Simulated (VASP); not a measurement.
# LuBe3 (Pm-3m) in VASP: further runs, part 3 of 3

VASP 6.6.1. The steps go on from the part before.

## 6. Relaxation of cell and atoms, PBE

This run uses another cell than the first one, of 14.16 Å³/atom.

INCAR reads:

```
SYSTEM = LuBe3
PREC     = Accurate       ! precision mode
ENCUT    = 600            ! plane-wave cutoff, eV
EDIFF    = 1E-6           ! SCF threshold, eV
ISMEAR   = 0              ! smearing method
SIGMA    = 0.1            ! smearing width, eV
LREAL    = .FALSE.        ! projectors in reciprocal space
LASPH    = .TRUE.         ! aspherical terms in the spheres
NELM     = 80             ! most SCF steps
ALGO     = Fast           ! electronic algorithm
ISIF     = 3              ! what is computed and relaxed
LWAVE    = .FALSE.        ! write WAVECAR
LCHARG   = .FALSE.        ! write CHGCAR
GGA      = PE             ! functional
IBRION   = 2              ! ionic algorithm
NSW      = 100            ! ionic steps
EDIFFG   = -0.01          ! ionic threshold
```

KPOINTS reads:

```
Automatic mesh
0
G
  12 12 12
  0 0 0
```

POSCAR reads:

```
LuBe3
1.0
    3.8408169357      0.0000000000      0.0000000000
    0.0000000000      3.8408169357      0.0000000000
    0.0000000000      0.0000000000      3.8408169357
Lu Be
1 3
Direct
    0.0000000000      0.0000000000      0.0000000000
    0.0000000000      0.5000000000      0.5000000000
    0.5000000000      0.0000000000      0.5000000000
    0.5000000000      0.5000000000      0.0000000000
```

Potentials or basis: VASP PAW PBE potentials, release 64 (Lu, Be).

Started as:

```console
> cat potpaw_PBE.64/Lu/POTCAR potpaw_PBE.64/Be/POTCAR > POTCAR
> mpirun -np 1 vasp_std > vasp.out
```

OUTCAR:

```text
SYSTEM = LuBe3
   PREC = Accurate
   ENCUT = 600
   EDIFF = 1E-6
   ISMEAR = 0
   LREAL = .FALSE.
   LASPH = .TRUE.
   NELM = 80
   ISIF = 3
   GGA = PE
   IBRION = 2
   NSW = 100
   EDIFFG = -0.01

 ion  position               nearest neighbor table
   1  0.000  0.000  0.000-   2 2.72   3 2.72   4 2.72   2 2.72   3 2.72   2 2.72   4 2.72   2 2.72
                             3 2.72   4 2.72   3 2.72   4 2.72
   2  0.000  0.500  0.500-   1 2.72   1 2.72   1 2.72   1 2.72
   3  0.500  0.000  0.500-   1 2.72   1 2.72   1 2.72   1 2.72
   4  0.500  0.500  0.000-   1 2.72   1 2.72   1 2.72   1 2.72

  LATTYP: Found a simple cubic cell.
 ALAT       =     3.8408169357

  Lattice vectors:

 A1 = (   3.8408169357,   0.0000000000,   0.0000000000)
 A2 = (   0.0000000000,   3.8408169357,   0.0000000000)
 A3 = (   0.0000000000,   0.0000000000,   3.8408169357)

Analysis of symmetry for initial positions (statically):
=====================================================================
 Subroutine PRICEL returns:
 Original cell was already a primitive cell.

 Routine SETGRP: Setting up the symmetry group for a
 simple cubic supercell.

 Subroutine GETGRP returns: Found 48 space group operations
 (whereof 48 operations were pure point group operations)
 out of a pool of 48 trial point group operations.

The static configuration has the point symmetry O_h .

Analysis of symmetry for dynamics (positions and initial velocities):
=====================================================================
 Subroutine PRICEL returns:
 Original cell was already a primitive cell.

 Routine SETGRP: Setting up the symmetry group for a
 simple cubic supercell.

 Subroutine GETGRP returns: Found 48 space group operations
 (whereof 48 operations were pure point group operations)
 out of a pool of 48 trial point group operations.

The dynamic configuration has the point symmetry O_h .

 Subroutine INISYM returns: Found 48 space group operations
 (whereof 48 operations are pure point group operations),
 and found     1 'primitive' translations

----------------------------------------------------------------------------------------

                                     Primitive cell

  volume of cell :      56.6593

  direct lattice vectors                    reciprocal lattice vectors
     3.840816936  0.000000000  0.000000000     0.260361276  0.000000000  0.000000000
     0.000000000  3.840816936  0.000000000     0.000000000  0.260361276  0.000000000
     0.000000000  0.000000000  3.840816936     0.000000000  0.000000000  0.260361276

  length of vectors
     3.840816936  3.840816936  3.840816936     0.260361276  0.260361276  0.260361276

  position of ions in fractional coordinates (direct lattice)
     0.000000000  0.000000000  0.000000000
     0.000000000  0.500000000  0.500000000
     0.500000000  0.000000000  0.500000000
     0.500000000  0.500000000  0.000000000

  ion indices of the primitive-cell ions
   primitive index   ion index
                 1           1
                 2           2
                 3           3
                 4           4

[... 85 lines left out ...]
   EFERMI =   0.00;   METHOD = LEGACY
   ISMEAR =     0;   SIGMA  =   0.10  broadening in eV -4-tet -1-fermi 0-gaus
   EFERMI_NEDOS =   21; number of points for ismear=-14 and -15
   IALGO  =     68    algorithm
   IMIX   =      4    mixing-type and parameters
     AMIX     =   0.40;   BMIX     =  1.00
     AMIX_MAG =   1.60;   BMIX_MAG =  1.00
  volume/ion in A,a.u.               =      14.16        95.59
  Fermi-wavevector in a.u.,A,eV,Ry     =   1.338973  2.530292 24.393184  1.792848
  Thomas-Fermi vector in A             =   2.467401
   LORBIT       =      0    0 simple, 1 ext, 2 COOP (PROOUT), +10 PAW based schemes
   GGA     = PE    functional components
   LHFCALC =     F    Hartree Fock is set to
   AEXX    =    0.0000 exact exchange contribution
   IVDW    =     0    specifies the selected vdW correction
   LEPSILON=     F    determine dielectric tensor
   LRPA    =     F    only Hartree local field effects (RPA)
 conjugate gradient relaxation of ions
 non-spin polarized calculation
 RMM-DIIS sequential band-by-band and
 Gauss-broadening in eV      SIGMA  =   0.10
  energy-cutoff  :      600.00
  volume of cell :       56.66
 maximum number of plane-waves:      1924
 NGX is ok and might be reduce to    32
   NGX = 15   NGY = 15   NGZ = 15

--------------------------------------- Ionic step        1  -------------------------------------------

 number of electron      31.0000013 magnetization

 Free energy of the ion-electron system (eV)
  ---------------------------------------------------
  ext. energy  EPLUGINS =         0.00000000
  ---------------------------------------------------
  free energy    TOTEN  =       -14.10451407 eV

  energy without entropy =      -14.09095381  energy(sigma->0) =      -14.09773394

------------------------ aborting loop EDIFF was not reached (unconverged)  ----------------------------

  FORCE on cell =-STRESS in cart. coord.  units (eV):
  Direction    XX          YY          ZZ          XY          YZ          ZX
  --------------------------------------------------------------------------------------
  -------------------------------------------------------------------------------------
  Total       -0.0592170     -0.0592170     -0.0592170      0.0000000     -0.0000000      0.0000000
  in kB       -1.6745046     -1.6745046     -1.6745046      0.0000000     -0.0000000      0.0000000
  external PRESSURE =      -1.6745046 kB  Pullay stress =       0.0000000 kB
[... 95 lines left out ...]
  FREE ENERGIE OF THE ION-ELECTRON SYSTEM (eV)
  ---------------------------------------------------
  free  energy   TOTEN  =       -14.0685744414 eV

  energy  without entropy=      -14.0551655917  energy(sigma->0) =      -14.06187002

[... ionic steps 4 to 12 ...]

--------------------------------------- Ionic step       13  -------------------------------------------

 number of electron      31.0000015 magnetization

------------------------ aborting loop EDIFF was not reached (unconverged)  ----------------------------
[... 33 lines left out ...]
--------------------------------------- Ionic step       14  -------------------------------------------

 number of electron      31.0000013 magnetization

------------------------ aborting loop because EDIFF is reached ----------------------------------------

  FORCE on cell =-STRESS in cart. coord.  units (eV):
  Direction    XX          YY          ZZ          XY          YZ          ZX
  --------------------------------------------------------------------------------------
  -------------------------------------------------------------------------------------
  Total        0.0655476      0.0655476      0.0655476     -0.0000000     -0.0000000     -0.0000000
  in kB        1.8541924      1.8541924      1.8541924     -0.0000000     -0.0000000     -0.0000000
  external PRESSURE =       1.8541924 kB  Pullay stress =       0.0000000 kB
[... 25 lines left out ...]
--------------------------------------- Ionic step       15  -------------------------------------------

 number of electron      31.0000014 magnetization

 Free energy of the ion-electron system (eV)
  ---------------------------------------------------
  ext. energy  EPLUGINS =         0.00000000
  ---------------------------------------------------
  free energy    TOTEN  =       -14.15698938 eV

  energy without entropy =      -14.14340833  energy(sigma->0) =      -14.15019886

 E-fermi :   3.0373     XC(G=0): -10.4586

 val. band max:        3.0251041572   @ k =   0.3333   0.0833   0.0000
 cond. band min:       3.0468747914   @ k =   0.5000   0.4167   0.2500
 fundamental gap:      0.0217706342
 Fermi energy:         3.0373287021

 k-point     1 :       0.0000    0.0000    0.0000
  band No.  band energies     occupation
      1     -51.7744      2.00000
      2     -22.4715      2.00000
      3     -22.4715      2.00000
      4     -22.4715      2.00000
      5      -4.5214      2.00000
      6      -0.7526      2.00000
[... 505 lines left out ...]
      6      -0.8093      2.00000
[... 11 lines left out ...]
     18       6.8923      0.00000
     19       7.7168      0.00000

 [... further k-points ...]

------------------------ aborting loop because EDIFF is reached ----------------------------------------

  FORCE on cell =-STRESS in cart. coord.  units (eV):
  Direction    XX          YY          ZZ          XY          YZ          ZX
  --------------------------------------------------------------------------------------
  -------------------------------------------------------------------------------------
  Total        0.0249883      0.0249883      0.0249883      0.0000000     -0.0000000      0.0000000
  in kB        0.7059053      0.7059053      0.7059053      0.0000000     -0.0000000      0.0000000
  external PRESSURE =       0.7059053 kB  Pullay stress =       0.0000000 kB
[... 19 lines left out ...]
  FREE ENERGIE OF THE ION-ELECTRON SYSTEM (eV)
  ---------------------------------------------------
  free  energy   TOTEN  =       -14.1569893818 eV

  energy  without entropy=      -14.1434083346  energy(sigma->0) =      -14.15019886

 reached required accuracy - stopping structural energy minimisation
```

Wall time 15 min (1 thread of Intel Xeon 6975P-C (Granite Rapids), shared host); peak memory 0.3 GiB.

What came out:

| Quantity | Value |
| --- | --- |
| Free energy | -14.1570 eV |
| Relaxed volume | 14.18 Å³/atom |
| Relaxed cell | a = 3.842 Å, b = 3.842 Å, c = 3.842 Å, α = 90.00°, β = 90.00°, γ = 90.00° |
| Space group after relaxing (to 0.1 Å) | Pm-3m (No. 221) |
| Energy gained by relaxing | 13.1 meV/atom |
| Ionic steps | 15 |
| Pressure after relaxing | 0.1 GPa |
| Band gap on the k mesh | zero (an odd number of electrons rules out a gap without spin polarisation) |

The path:
```
step  energy change (eV)  largest force (eV/Å)  pressure (GPa)  volume (Å³)
   1              0.0000                0.0000           -0.17        56.66
   2              0.0395                0.0000           -3.59        56.54
   3              0.0359                0.0000            0.40        56.18
   4             -0.0512                0.0000            0.80        56.21
   5             -0.0519                0.0000            0.58        56.37
   6             -0.0521                0.0000            0.60        56.46
   7             -0.0522                0.0000            0.43        56.50
   8             -0.0523                0.0000            0.43        56.52
   9             -0.0523                0.0000            0.34        56.53
  10             -0.0523                0.0000            0.34        56.53
  11             -0.0523                0.0000            0.30        56.54
  12             -0.0524                0.0000            0.22        56.60
  13             -0.0189                0.0000           -0.96        56.79
  14             -0.0524                0.0000            0.19        56.64
  15             -0.0525                0.0000            0.07        56.72
```

Final structure:
```
Lu Be
1.0
     3.84208    0.00000    0.00000
     0.00000    3.84208    0.00000
     0.00000    0.00000    3.84208
Lu Be
1 3
Direct
  0.00000 0.00000 0.00000
  0.00000 0.50000 0.50000
  0.50000 0.00000 0.50000
  0.50000 0.50000 0.00000
```

Caveat: spin-orbit coupling is left out, which moves the levels of the heavy elements.

## 7. Overview

| task | cell | k mesh | cutoff (eV) | gap on the mesh (eV) | pressure (GPa) | relaxed volume (Å³/atom) |
| --- | --- | --- | --- | --- | --- | --- |
| single point | a = 3.547 Å, 4 atoms | 6 × 6 × 6 | 520 | none | 28.9 | - |
| single point | a = 3.841 Å, 4 atoms | 6 × 6 × 6 | 520 | none | 0.2 | - |
| relaxation of cell and atoms | relaxed from a = 3.547 Å, 4 atoms | 6 × 6 × 6 | 600 | none | 0.3 | 14.11 |
| single point | a = 3.838 Å, 4 atoms | 12 × 12 × 12 | 520 | none | 0.3 | - |
| relaxation of cell and atoms | relaxed from a = 3.841 Å, 4 atoms | 12 × 12 × 12 | 600 | none | 0.1 | 14.18 |

Alike in all rows: level PBE; potentials or basis VASP PAW PBE potentials, release 64 (Lu, Be); no spin polarisation; smearing gaussian 0.1 eV.

Caveats: spin-orbit coupling is left out, which moves the levels of the heavy elements; the cell stands under pressure (at least some runs); the volume moved by over 15 % at a fixed basis, so the end points are rough (at least some runs).

Total energies depend on the potentials used, so only differences within one code and one set of settings carry meaning.

The gap in the log of VASP goes by the Fermi energy; the results here count the filled bands.